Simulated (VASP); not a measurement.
# In4Ru (Pm-3m) in VASP: single point with PBE

Aim: the single point of In4Ru with PBE.

Program: VASP 6.6.1. These are calculated values, not measurements. Logs are shortened: lines on timing, memory, paths and dates and some standing lists are left out, and cuts for length are marked.

**1. The cell of the first run**

Symmetry: Pm-3m, No. 221, cubic system. Conventional cell: a = 4.758 Å, b = 4.758 Å, c = 4.758 Å, α = 90.00°, β = 90.00°, γ = 90.00°. In (site symmetry m-3m) has 6 In at 2.38 Å within 3.1 Å. Within 3.1 Å of In (site symmetry 4/mmm) lie 2 In at 2.38 Å. Within 4.4 Å of Ru (site symmetry m-3m) lie 20 In at 3.36 to 4.12 Å.

**2. Single point, PBE**

Contents of INCAR:

```
SYSTEM = In4Ru
  ALGO = Normal
  EDIFF = 1E-6
  ENCUT = 520
  GGA = PE
  ISIF = 2
  ISMEAR = 0
  LASPH = .True.
  LCHARG = .False.
  LREAL = .False.
  LWAVE = .False.
  NBANDS = 41
  NELM = 100
  PREC = Accurate
  SIGMA = 0.1
```

Contents of KPOINTS:

```
k-points
0
Gamma
  4 4 4
  0 0 0
```

Contents of POSCAR:

```
In4Ru
1.0
    4.7582849800      0.0000000000      0.0000000000
    0.0000000000      4.7582849800      0.0000000000
    0.0000000000      0.0000000000      4.7582849800
In Ru
4 1
Direct
    0.5000000000      0.5000000000      0.5000000000
    0.0000000000      0.5000000000      0.5000000000
    0.5000000000      0.0000000000      0.5000000000
    0.5000000000      0.5000000000      0.0000000000
    0.0000000000      0.0000000000      0.0000000000
```

Potentials or basis: VASP PAW PBE potentials, release 64 (In_d, Ru_pv).

Started as:

```
$ cat potpaw_PBE.64/In_d/POTCAR potpaw_PBE.64/Ru_pv/POTCAR > POTCAR
$ mpirun -np 1 vasp_std > vasp.out
```

OUTCAR:

```text
SYSTEM = In4Ru
   EDIFF = 1E-6
   ENCUT = 520
   GGA = PE
   ISIF = 2
   ISMEAR = 0
   LASPH = .True.
   LREAL = .False.
   NELM = 100
   PREC = Accurate

 ion  position               nearest neighbor table
   1  0.500  0.500  0.500-   2 2.38   3 2.38   4 2.38   4 2.38   3 2.38   2 2.38
   2  0.000  0.500  0.500-   1 2.38   1 2.38   4 3.36   5 3.36   4 3.36   5 3.36   3 3.36   5 3.36
                             5 3.36   3 3.36   3 3.36   4 3.36   4 3.36   3 3.36
   3  0.500  0.000  0.500-   1 2.38   1 2.38   4 3.36   5 3.36   4 3.36   5 3.36   2 3.36   2 3.36
                             4 3.36   4 3.36   2 3.36   5 3.36   5 3.36   2 3.36
   4  0.500  0.500  0.000-   1 2.38   1 2.38   3 3.36   5 3.36   2 3.36   2 3.36   3 3.36   3 3.36
                             5 3.36   3 3.36   2 3.36   5 3.36   2 3.36   5 3.36
   5  0.000  0.000  0.000-   2 3.36   3 3.36   4 3.36   2 3.36   3 3.36   2 3.36   4 3.36   2 3.36
                             3 3.36   4 3.36   3 3.36   4 3.36

  LATTYP: Found a simple cubic cell.
 ALAT       =     4.7582849800

  Lattice vectors:

 A1 = (   4.7582849800,   0.0000000000,   0.0000000000)
 A2 = (   0.0000000000,   4.7582849800,   0.0000000000)
 A3 = (   0.0000000000,   0.0000000000,   4.7582849800)

Analysis of symmetry for initial positions (statically):
=====================================================================
 Subroutine PRICEL returns:
 Original cell was already a primitive cell.

 Routine SETGRP: Setting up the symmetry group for a
 simple cubic supercell.

 Subroutine GETGRP returns: Found 48 space group operations
 (whereof 48 operations were pure point group operations)
 out of a pool of 48 trial point group operations.

The static configuration has the point symmetry O_h .

Analysis of symmetry for dynamics (positions and initial velocities):
=====================================================================
 Subroutine PRICEL returns:
 Original cell was already a primitive cell.

 Routine SETGRP: Setting up the symmetry group for a
 simple cubic supercell.

 Subroutine GETGRP returns: Found 48 space group operations
 (whereof 48 operations were pure point group operations)
 out of a pool of 48 trial point group operations.

The dynamic configuration has the point symmetry O_h .

 Subroutine INISYM returns: Found 48 space group operations
 (whereof 48 operations are pure point group operations),
 and found     1 'primitive' translations

----------------------------------------------------------------------------------------

                                     Primitive cell

  volume of cell :     107.7336

  direct lattice vectors                    reciprocal lattice vectors
     4.758284980  0.000000000  0.000000000     0.210159754  0.000000000  0.000000000
     0.000000000  4.758284980  0.000000000     0.000000000  0.210159754  0.000000000
     0.000000000  0.000000000  4.758284980     0.000000000  0.000000000  0.210159754

  length of vectors
     4.758284980  4.758284980  4.758284980     0.210159754  0.210159754  0.210159754

  position of ions in fractional coordinates (direct lattice)
     0.500000000  0.500000000  0.500000000
     0.000000000  0.500000000  0.500000000
     0.500000000  0.000000000  0.500000000
     0.500000000  0.500000000  0.000000000
     0.000000000  0.000000000  0.000000000

  ion indices of the primitive-cell ions
   primitive index   ion index
                 1           1
                 2           2
                 3           3
                 4           4
                 5           5

----------------------------------------------------------------------------------------

 KPOINTS: k-points

Automatic generation of k-mesh.
 Grid dimensions read from file:
 generate k-points for:    4    4    4

 Generating k-lattice:

  Cartesian coordinates                     Fractional coordinates (reciprocal lattice)
     0.052539938  0.000000000  0.000000000     0.250000000  0.000000000  0.000000000
     0.000000000  0.052539938  0.000000000     0.000000000  0.250000000  0.000000000
     0.000000000  0.000000000  0.052539938     0.000000000  0.000000000  0.250000000

  Length of vectors
     0.052539938  0.052539938  0.052539938

  Shift w.r.t. Gamma in fractional coordinates (k-lattice)
     0.000000000  0.000000000  0.000000000

 Subroutine IBZKPT returns following result:
 ===========================================

 Found     10 irreducible k-points:

 Following reciprocal coordinates:
            Coordinates               Weight
  0.000000  0.000000  0.000000      1.000000
  0.250000  0.000000  0.000000      6.000000
  0.500000  0.000000  0.000000      3.000000
  0.250000  0.250000  0.000000     12.000000
  0.500000  0.250000  0.000000     12.000000
  0.500000  0.500000  0.000000      3.000000
  0.250000  0.250000  0.250000      8.000000
  0.500000  0.250000  0.250000     12.000000
  0.500000  0.500000  0.250000      6.000000
  0.500000  0.500000  0.500000      1.000000
   k-points           NKPTS =     10   k-points in BZ     NKDIM =     10   number of bands    NBANDS=     41
   number of dos      NEDOS =    301   number of ions     NIONS =      5
   total plane-waves  NPLWV =  46656
   dimension x,y,z NGX =    36 NGY =   36 NGZ =   36
   dimension x,y,z NGXF=    72 NGYF=   72 NGZF=   72
   ions per type =               4   1
   NGX,Y,Z   is equivalent  to a cutoff of  12.58, 12.58, 12.58 a.u.
   NGXF,Y,Z  is equivalent  to a cutoff of  25.16, 25.16, 25.16 a.u.
 SYSTEM =  In4Ru
   PREC   = accura    normal or accurate (medium, high low for compatibility)
   ISTART =      0    job   : 0-new  1-cont  2-samecut
   ICHARG =      2    charge: 1-file 2-atom 10-const
   ISPIN  =      1    spin polarized calculation?
   LNONCOLLINEAR =      F non collinear calculations
   LSORBIT =      F    spin-orbit coupling
   LASPH  =      T    aspherical Exc in radial PAW
   ENCUT  =  520.0 eV  38.22 Ry    6.18 a.u.   8.85  8.85  8.85*2*pi/ulx,y,z
   NELM   =    100;   NELMIN=  2; NELMDL= -5     # of ELM steps
   EDIFF  = 0.1E-05   stopping-criterion for ELM
   LREAL  =      F    real-space projection
   EDIFFG = 0.1E-04   stopping-criterion for IOM
   NSW    =      0    number of steps for IOM
   IBRION =     -1    ionic relax: 0-MD 1-quasi-New 2-CG
   NFREE  =      0    steps in history (QN), initial steepest desc. (CG)
   ISIF   =      2    stress and relaxation
   ISYM   =      2    0-nonsym 1-usesym 2-fastsym
   POTIM  = 0.5000    time-step for ionic-motion
   TEBEG  =    0.0;   TEEND  =   0.0 temperature during run
   PSTRESS=    0.0 pullay stress
   NELECT =      66.0000    total number of electrons
   NUPDOWN=      -1.0000    fix difference up-down
   EMIN   =  10.00;   EMAX   =-10.00  energy-range for DOS
   EFERMI =   0.00;   METHOD = LEGACY
   ISMEAR =     0;   SIGMA  =   0.10  broadening in eV -4-tet -1-fermi 0-gaus
   EFERMI_NEDOS =   21; number of points for ismear=-14 and -15
   IALGO  =     38    algorithm
   IMIX   =      4    mixing-type and parameters
     AMIX     =   0.40;   BMIX     =  1.00
     AMIX_MAG =   1.60;   BMIX_MAG =  1.00
  volume/ion in A,a.u.               =      21.55       145.40
  Fermi-wavevector in a.u.,A,eV,Ry     =   1.390398  2.627471 26.302860  1.933206
  Thomas-Fermi vector in A             =   2.514337
   LORBIT       =      0    0 simple, 1 ext, 2 COOP (PROOUT), +10 PAW based schemes
   GGA     = PE    functional components
   LHFCALC =     F    Hartree Fock is set to
   AEXX    =    0.0000 exact exchange contribution
   IVDW    =     0    specifies the selected vdW correction
   LEPSILON=     F    determine dielectric tensor
   LRPA    =     F    only Hartree local field effects (RPA)
 non-spin polarized calculation
 Gauss-broadening in eV      SIGMA  =   0.10
  energy-cutoff  :      520.00
  volume of cell :      107.73
 maximum number of plane-waves:      2945
 NGX is ok and might be reduce to    36
   NGX = 17   NGY = 17   NGZ = 17

 number of electron      66.0000057 magnetization

 Free energy of the ion-electron system (eV)
  ---------------------------------------------------
  ext. energy  EPLUGINS =         0.00000000
  ---------------------------------------------------
  free energy    TOTEN  =        -9.17597077 eV

  energy without entropy =       -9.14595242  energy(sigma->0) =       -9.16096160

 E-fermi :   9.1162     XC(G=0): -11.0839

 val. band max:        9.0836897955   @ k =   0.5000   0.2500   0.2500
 cond. band min:       9.1340403675   @ k =   0.5000   0.5000   0.2500
 fundamental gap:      0.0503505720
 Fermi energy:         9.1162395992

 k-point     1 :       0.0000    0.0000    0.0000
  band No.  band energies     occupation
      1     -32.2116      2.00000
      2     -32.2116      2.00000
      3     -32.2116      2.00000
      4      -8.8737      2.00000
      5      -8.8737      2.00000
      6      -7.9527      2.00000
[... 33 lines left out ...]
     40      12.5811      0.00000
     41      12.5811      0.00000

 k-point     2 :       0.2500    0.0000    0.0000
  band No.  band energies     occupation
      1     -32.2119      2.00000
      2     -32.2116      2.00000
      3     -32.2116      2.00000
      4      -8.8720      2.00000
      5      -8.6218      2.00000
      6      -7.9486      2.00000
[... 33 lines left out ...]
     40      13.2730      0.00000
     41      13.2730      0.00000

 k-point     3 :       0.5000    0.0000    0.0000
  band No.  band energies     occupation
      1     -32.2121      2.00000
      2     -32.2116      2.00000
      3     -32.2116      2.00000
      4      -8.8703      2.00000
      5      -8.3649      2.00000
      6      -7.9446      2.00000
[... 259 lines left out ...]
      2     -32.2120      2.00000
      3     -32.2118      2.00000
      4      -8.2718      2.00000
      5      -7.6446      2.00000
      6      -7.5212      2.00000
[... 33 lines left out ...]
     40      16.0436      0.00000
     41      16.6750      0.00000

 k-point    10 :       0.5000    0.5000    0.5000
  band No.  band energies     occupation
      1     -32.2120      2.00000
      2     -32.2120      2.00000
      3     -32.2120      2.00000
      4      -7.6407      2.00000
      5      -7.6407      2.00000
      6      -7.3238      2.00000
[... 33 lines left out ...]
     40      17.1742      0.00000
     41      17.1742      0.00000

------------------------ aborting loop because EDIFF is reached ----------------------------------------

  FORCE on cell =-STRESS in cart. coord.  units (eV):
  Direction    XX          YY          ZZ          XY          YZ          ZX
  --------------------------------------------------------------------------------------
  -------------------------------------------------------------------------------------
  Total       21.4501576     21.4501576     21.4501576      0.0000000      0.0000000      0.0000000
  in kB      318.9992949    318.9992949    318.9992949      0.0000000      0.0000000      0.0000000
  external PRESSURE =     318.9992949 kB  Pullay stress =       0.0000000 kB

 VOLUME and BASIS-vectors are now :
 -----------------------------------------------------------------------------
  energy-cutoff  :      520.00
  volume of cell :      107.73
      direct lattice vectors                 reciprocal lattice vectors
     4.758284980  0.000000000  0.000000000     0.210159754  0.000000000  0.000000000
     0.000000000  4.758284980  0.000000000     0.000000000  0.210159754  0.000000000
     0.000000000  0.000000000  4.758284980     0.000000000  0.000000000  0.210159754

 POSITION                                       TOTAL-FORCE (eV/Angst)
 -----------------------------------------------------------------------------------
      2.37914      2.37914      2.37914         0.000000      0.000000      0.000000
      0.00000      2.37914      2.37914         0.000000      0.000000      0.000000
      2.37914      0.00000      2.37914         0.000000      0.000000      0.000000
      2.37914      2.37914      0.00000         0.000000      0.000000      0.000000
      0.00000      0.00000      0.00000         0.000000      0.000000      0.000000
 -----------------------------------------------------------------------------------
    total drift:                                0.000000      0.000000      0.000000

  FREE ENERGIE OF THE ION-ELECTRON SYSTEM (eV)
  ---------------------------------------------------
  free  energy   TOTEN  =        -9.1759707712 eV

  energy  without entropy=       -9.1459524226  energy(sigma->0) =       -9.16096160
```

It took 32 s on 1 thread of Intel Xeon 6975P-C, shared host; peak memory 0.21 GiB.

What came out:

```
Free energy            : -9.1760 eV
Pressure               : 31.9 GPa
Band gap on the k mesh : zero (band 33 reaches 9.25 eV, above the bottom of band 34 at 8.91 eV)
```

Caveat: spin-orbit coupling is left out, which moves the levels of the heavy elements.
